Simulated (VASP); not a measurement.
# TiAl (Pm-3m) in VASP: notebook

Aim: see how the results for TiAl move with the level of theory and the settings. Levels: r2SCAN0, r2SCANh. Tasks: single point.

Program: VASP 6.6.1. These are calculated values, not measurements. Logs are shortened: lines on timing, memory, paths and dates and some standing lists are left out, and cuts for length are marked.

## (1) The cell of the first run

It takes space group Pm-3m (No. 221, cubic). The conventional cell has a = 3.179 Å, b = 3.179 Å, c = 3.179 Å, α = 90.00°, β = 90.00°, γ = 90.00°. Ti (site symmetry m-3m) has 8 Al at 2.75 Å and 6 Ti at 3.18 Å within 3.6 Å. Within 3.6 Å of Al (site symmetry m-3m) lie 8 Ti at 2.75 Å and 6 Al at 3.18 Å.

## (2) Single point, r2SCAN0

Input file POSCAR:

```
TiAl
1.0
    3.1790640000      0.0000000000      0.0000000000
    0.0000000000      3.1790640000      0.0000000000
    0.0000000000      0.0000000000      3.1790640000
Ti Al
1 1
Direct
    0.0000000000      0.0000000000      0.0000000000
    0.5000000000      0.5000000000      0.5000000000
```

Input file INCAR.step1:

```
SYSTEM = TiAl
ALGO = Normal
EDIFF = 1E-5
ENCUT = 520
GGA = PE
ISIF = 2
ISMEAR = -1
LASPH = .TRUE.
LREAL = .FALSE.
LWAVE = .TRUE.
NBANDS = 14
NELM = 80
PREC = Accurate
SIGMA = 0.05
```

Input file INCAR.step2:

```
SYSTEM = TiAl
AEXX = 0.25
ALGO = Normal
EDIFF = 1E-6
ENCUT = 520
ISIF = 2
ISMEAR = -1
ISTART = 1
LASPH = .TRUE.
LCHARG = .TRUE.
LELF = .TRUE.
LHFCALC = .TRUE.
LMIXTAU = .TRUE.
LREAL = .FALSE.
LVHAR = .TRUE.
LWAVE = .FALSE.
METAGGA = R2SCAN
NBANDS = 14
NELM = 80
PREC = Accurate
PRECFOCK = Normal
SIGMA = 0.05
```

Input file KPOINTS:

```
k-points
0
G
  4 4 4
  0 0 0
```

Potentials or basis: VASP PAW PBE potentials, release 64 (Ti_sv, Al).

Run with:

```sh
$ cat potpaw_PBE.64/Ti_sv/POTCAR potpaw_PBE.64/Al/POTCAR > POTCAR
$ cp INCAR.step1 INCAR
$ mpirun -np 1 vasp_std > vasp.out
$ cp INCAR.step2 INCAR
$ mpirun -np 1 vasp_std > vasp.out
```

OUTCAR:

```text
SYSTEM = TiAl
   AEXX = 0.25
   EDIFF = 1E-6
   ENCUT = 520
   ISIF = 2
   ISMEAR = -1
   ISTART = 1
   LASPH = .TRUE.
   LHFCALC = .TRUE.
   LREAL = .FALSE.
   METAGGA = R2SCAN
   NELM = 80
   PREC = Accurate
   PRECFOCK = Normal

 ion  position               nearest neighbor table
   1  0.000  0.000  0.000-   2 2.75   2 2.75   2 2.75   2 2.75   2 2.75   2 2.75   2 2.75   2 2.75

   2  0.500  0.500  0.500-   1 2.75   1 2.75   1 2.75   1 2.75   1 2.75   1 2.75   1 2.75   1 2.75

  LATTYP: Found a simple cubic cell.
 ALAT       =     3.1790640000

  Lattice vectors:

 A1 = (   3.1790640000,   0.0000000000,   0.0000000000)
 A2 = (   0.0000000000,   3.1790640000,   0.0000000000)
 A3 = (   0.0000000000,   0.0000000000,   3.1790640000)

Analysis of symmetry for initial positions (statically):
=====================================================================
 Subroutine PRICEL returns:
 Original cell was already a primitive cell.

 Routine SETGRP: Setting up the symmetry group for a
 simple cubic supercell.

 Subroutine GETGRP returns: Found 48 space group operations
 (whereof 48 operations were pure point group operations)
 out of a pool of 48 trial point group operations.

The static configuration has the point symmetry O_h .

Analysis of symmetry for dynamics (positions and initial velocities):
=====================================================================
 Subroutine PRICEL returns:
 Original cell was already a primitive cell.

 Routine SETGRP: Setting up the symmetry group for a
 simple cubic supercell.

 Subroutine GETGRP returns: Found 48 space group operations
 (whereof 48 operations were pure point group operations)
 out of a pool of 48 trial point group operations.

The dynamic configuration has the point symmetry O_h .

 Subroutine INISYM returns: Found 48 space group operations
 (whereof 48 operations are pure point group operations),
 and found     1 'primitive' translations

----------------------------------------------------------------------------------------

                                     Primitive cell

  volume of cell :      32.1290

  direct lattice vectors                    reciprocal lattice vectors
     3.179064000  0.000000000  0.000000000     0.314557996  0.000000000  0.000000000
     0.000000000  3.179064000  0.000000000     0.000000000  0.314557996  0.000000000
     0.000000000  0.000000000  3.179064000     0.000000000  0.000000000  0.314557996

  length of vectors
     3.179064000  3.179064000  3.179064000     0.314557996  0.314557996  0.314557996

  position of ions in fractional coordinates (direct lattice)
     0.000000000  0.000000000  0.000000000
     0.500000000  0.500000000  0.500000000

  ion indices of the primitive-cell ions
   primitive index   ion index
                 1           1
                 2           2

----------------------------------------------------------------------------------------

 KPOINTS: k-points

Automatic generation of k-mesh.
 Grid dimensions read from file:
 generate k-points for:    4    4    4

 Generating k-lattice:

  Cartesian coordinates                     Fractional coordinates (reciprocal lattice)
     0.078639499  0.000000000  0.000000000     0.250000000  0.000000000  0.000000000
     0.000000000  0.078639499  0.000000000     0.000000000  0.250000000  0.000000000
     0.000000000  0.000000000  0.078639499     0.000000000  0.000000000  0.250000000

  Length of vectors
     0.078639499  0.078639499  0.078639499

  Shift w.r.t. Gamma in fractional coordinates (k-lattice)
     0.000000000  0.000000000  0.000000000

 Subroutine IBZKPT returns following result:
 ===========================================

 Found     10 irreducible k-points:

 Following reciprocal coordinates:
            Coordinates               Weight
  0.000000  0.000000  0.000000      1.000000
  0.250000  0.000000  0.000000      6.000000
  0.500000  0.000000  0.000000      3.000000
  0.250000  0.250000  0.000000     12.000000
  0.500000  0.250000  0.000000     12.000000
  0.500000  0.500000  0.000000      3.000000
  0.250000  0.250000  0.250000      8.000000
  0.500000  0.250000  0.250000     12.000000
  0.500000  0.500000  0.250000      6.000000
  0.500000  0.500000  0.500000      1.000000
   k-points           NKPTS =     10   k-points in BZ     NKDIM =     64   number of bands    NBANDS=     14
   number of dos      NEDOS =    301   number of ions     NIONS =      2
   total plane-waves  NPLWV =  13824
   dimension x,y,z NGX =    24 NGY =   24 NGZ =   24
   dimension x,y,z NGXF=    48 NGYF=   48 NGZF=   48
   ions per type =               1   1
   NGX,Y,Z   is equivalent  to a cutoff of  12.55, 12.55, 12.55 a.u.
   NGXF,Y,Z  is equivalent  to a cutoff of  25.10, 25.10, 25.10 a.u.
 SYSTEM =  TiAl
   PREC   = accura    normal or accurate (medium, high low for compatibility)
   ISTART =      1    job   : 0-new  1-cont  2-samecut
   ICHARG =      0    charge: 1-file 2-atom 10-const
   ISPIN  =      1    spin polarized calculation?
   LNONCOLLINEAR =      F non collinear calculations
   LSORBIT =      F    spin-orbit coupling
   LASPH  =      T    aspherical Exc in radial PAW
   ENCUT  =  520.0 eV  38.22 Ry    6.18 a.u.   5.91  5.91  5.91*2*pi/ulx,y,z
   NELM   =     80;   NELMIN=  2; NELMDL=  0     # of ELM steps
   EDIFF  = 0.1E-05   stopping-criterion for ELM
   LREAL  =      F    real-space projection
   EDIFFG = 0.1E-04   stopping-criterion for IOM
   NSW    =      0    number of steps for IOM
   IBRION =     -1    ionic relax: 0-MD 1-quasi-New 2-CG
   NFREE  =      0    steps in history (QN), initial steepest desc. (CG)
   ISIF   =      2    stress and relaxation
   ISYM   =      3    0-nonsym 1-usesym 2-fastsym
   POTIM  = 0.5000    time-step for ionic-motion
   TEBEG  =    0.0;   TEEND  =   0.0 temperature during run
   PSTRESS=    0.0 pullay stress
   NELECT =      15.0000    total number of electrons
   NUPDOWN=      -1.0000    fix difference up-down
   EMIN   =  10.00;   EMAX   =-10.00  energy-range for DOS
   EFERMI =   0.00;   METHOD = LEGACY
   ISMEAR =    -1;   SIGMA  =   0.05  broadening in eV -4-tet -1-fermi 0-gaus
   EFERMI_NEDOS =   21; number of points for ismear=-14 and -15
   IALGO  =     38    algorithm
   IMIX   =      1    mixing-type and parameters
     AMIX     =   0.40;   BMIX     =  1.00
     AMIX_MAG =   1.60;   BMIX_MAG =  1.00
  volume/ion in A,a.u.               =      16.06       108.41
  Fermi-wavevector in a.u.,A,eV,Ry     =   1.270007  2.399964 21.945065  1.612917
  Thomas-Fermi vector in A             =   2.403017
   LORBIT       =      0    0 simple, 1 ext, 2 COOP (PROOUT), +10 PAW based schemes
   METAGGA = R2SCAN    functional components
   LHFCALC =     T    Hartree Fock is set to
   PRECFOCK=normal    Normal, Fast or Accurate (Low or Medium for compatibility)
   ENCUT4O =  -1.0   cutoff for four orbital integrals eV
   NKREDX  =     1    reduce k-point grid by
   NKREDY  =     1    reduce k-point grid by
   NKREDZ  =     1    reduce k-point grid by
   AEXX    =    0.2500 exact exchange contribution
   HFSCREEN=    0.0000 screening length (either q_TF or 0.3 A-1)
   HFSCREENC=   0.0000 screening length for correlation (either q_TF or 0.3 A-1)
   ENCUTFOCK=  -1.0 apply spherical cutoff to Coloumb kernel
   IVDW    =     0    specifies the selected vdW correction
   LEPSILON=     F    determine dielectric tensor
   LRPA    =     F    only Hartree local field effects (RPA)
 non-spin polarized calculation
  energy-cutoff  :      520.00
  volume of cell :       32.13
 maximum number of plane-waves:       912
 NGX is ok and might be reduce to    24
  NGX = 18; NGY = 18; NGZ = 18

 number of electron      14.9999994 magnetization

 Free energy of the ion-electron system (eV)
  ---------------------------------------------------
  ext. energy  EPLUGINS =         0.00000000
  ---------------------------------------------------
  free energy    TOTEN  =       -21.81640044 eV

  energy without entropy =      -21.80579854  energy(sigma->0) =      -21.81109949

 E-fermi :   8.9078     XC(G=0):  -9.2140

 val. band max:        8.4948605706   @ k =   0.2500   0.2500   0.2500
 cond. band min:       8.9626999864   @ k =   0.5000   0.2500   0.2500
 fundamental gap:      0.4678394158
 Fermi energy:         8.9077752670

 k-point     1 :       0.0000    0.0000    0.0000
  band No.  band energies     occupation
      1     -55.2065      2.00000
      2     -29.0277      2.00000
      3     -29.0277      2.00000
      4     -29.0277      2.00000
      5      -2.6586      2.00000
      6       6.3208      2.00000
      7       6.3208      2.00000
      8      11.9095      0.00000
      9      11.9095      0.00000
     10      11.9095      0.00000
     11      14.2139      0.00000
     12      14.2139      0.00000
     13      14.2139      0.00000
     14      19.1277      0.00000

 k-point     2 :       0.2500    0.0000    0.0000
  band No.  band energies     occupation
      1     -55.1973      2.00000
      2     -29.1388      2.00000
      3     -29.0189      2.00000
      4     -29.0189      2.00000
      5      -1.5346      2.00000
      6       5.2390      2.00000
      7       6.8325      2.00000
      8      10.5868      0.00000
      9      10.5868      0.00000
     10      12.0256      0.00000
     11      12.4257      0.00000
     12      16.3000      0.00000
     13      16.3000      0.00000
     14      17.7933      0.00000
[... 105 lines left out ...]
      1     -55.1624      2.00000
      2     -29.1957      2.00000
      3     -29.1957      2.00000
      4     -29.0884      2.00000
      5       3.3989      2.00000
      6       5.1609      2.00000
      7       5.1609      2.00000
      8       8.0379      2.00000
      9      11.2903      0.00000
     10      11.2903      0.00000
     11      12.4471      0.00000
     12      12.9789      0.00000
     13      14.3744      0.00000
     14      17.1853      0.00000

 k-point    10 :       0.5000    0.5000    0.5000
  band No.  band energies     occupation
      1     -55.1545      2.00000
      2     -29.1803      2.00000
      3     -29.1803      2.00000
      4     -29.1803      2.00000
      5       4.7565      2.00000
      6       4.7565      2.00000
      7       4.7565      2.00000
      8      10.3137      0.00000
      9      12.2353      0.00000
     10      12.2353      0.00000
     11      12.2353      0.00000
     12      12.4477      0.00000
     13      12.4477      0.00000
     14      16.9759      0.00000

------------------------ aborting loop because EDIFF is reached ----------------------------------------

  FORCE on cell =-STRESS in cart. coord.  units (eV):
  Direction    XX          YY          ZZ          XY          YZ          ZX
  --------------------------------------------------------------------------------------
  -------------------------------------------------------------------------------------
  Total       -0.3340341     -0.3340341     -0.3340341     -0.0000000     -0.0000000      0.0000000
  in kB      -16.6572626    -16.6572626    -16.6572626     -0.0000000     -0.0000000      0.0000000
  external PRESSURE =     -16.6572626 kB  Pullay stress =       0.0000000 kB

 VOLUME and BASIS-vectors are now :
 -----------------------------------------------------------------------------
  energy-cutoff  :      520.00
  volume of cell :       32.13
      direct lattice vectors                 reciprocal lattice vectors
     3.179064000  0.000000000  0.000000000     0.314557996  0.000000000  0.000000000
     0.000000000  3.179064000  0.000000000     0.000000000  0.314557996  0.000000000
     0.000000000  0.000000000  3.179064000     0.000000000  0.000000000  0.314557996

 POSITION                                       TOTAL-FORCE (eV/Angst)
 -----------------------------------------------------------------------------------
      0.00000      0.00000      0.00000         0.000000      0.000000      0.000000
      1.58953      1.58953      1.58953         0.000000      0.000000      0.000000
 -----------------------------------------------------------------------------------
    total drift:                                0.000000      0.000000      0.000000

  FREE ENERGIE OF THE ION-ELECTRON SYSTEM (eV)
  ---------------------------------------------------
  free  energy   TOTEN  =       -21.8164004432 eV

  energy  without entropy=      -21.8057985446  energy(sigma->0) =      -21.81109949
```

It took 3.9 min on 1 thread of Intel Xeon 6975P-C (Granite Rapids), shared host; peak memory 0.15 GiB.

Results:

```yaml
Free_energy: -21.8164 eV
Pressure: -1.7 GPa
```

Caveat: the k points lie up to 0.49 Å⁻¹ apart; the PAW data sets were made with another functional, which shifts forces and pressure a little.

## (3) Single point, r2SCANh

POSCAR is that of step 2.

INCAR.step1: that of step 2 with these lines changed.

```diff
@@ -8,2 +8,3 @@
 LASPH = .TRUE.
+LCHARG = .FALSE.
 LREAL = .FALSE.
@@ -11,3 +12,3 @@
 NBANDS = 14
-NELM = 80
+NELM = 60
 PREC = Accurate
```

Input file INCAR.step2:

```
SYSTEM = TiAl
AEXX = 0.1
ALGO = Normal
EDIFF = 1E-6
ENCUT = 520
ISIF = 2
ISMEAR = -1
ISTART = 1
LASPH = .TRUE.
LCHARG = .FALSE.
LHFCALC = .TRUE.
LMIXTAU = .TRUE.
LREAL = .FALSE.
LWAVE = .FALSE.
METAGGA = R2SCAN
NBANDS = 14
NELM = 60
PREC = Accurate
PRECFOCK = Normal
SIGMA = 0.05
```

KPOINTS is that of step 2.

Potentials or basis: VASP PAW PBE potentials, release 64 (Ti_sv, Al).

Run with:

```sh
$ cat potpaw_PBE.64/Ti_sv/POTCAR potpaw_PBE.64/Al/POTCAR > POTCAR
$ cp INCAR.step1 INCAR
$ mpirun -np 1 vasp_std > vasp.out
$ cp INCAR.step2 INCAR
$ mpirun -np 1 vasp_std > vasp.out
```

Wall time 4.5 min (1 thread of Intel Xeon 6975P-C (Granite Rapids), shared host); peak memory 0.16 GiB.

Results (log left out):

* Free energy: -20.8883 eV
* Pressure: -0.4 GPa

Levels at points of the mesh, in eV from the Fermi level:
```csv
k point,band 4,band 5,band 6,band 7,band 8,band 9,band 10,band 11
"(0.00, 0.00, 0.00)",-35.96,-10.55,-2.05,-2.05,2.31,2.31,2.31,4.89
"(0.50, 0.00, 0.00)",-35.94,-6.97,-6.15,-1.05,0.44,0.44,2.53,3.31
"(0.50, 0.50, 0.00)",-35.93,-5.70,-2.77,-2.77,-2.04,1.08,1.08,3.01
"(0.50, 0.50, 0.50)",-36.10,-3.67,-3.67,-3.67,1.14,3.03,3.03,3.03
```

Caveat: the k points lie up to 0.49 Å⁻¹ apart; the PAW data sets were made with another functional, which shifts forces and pressure a little.
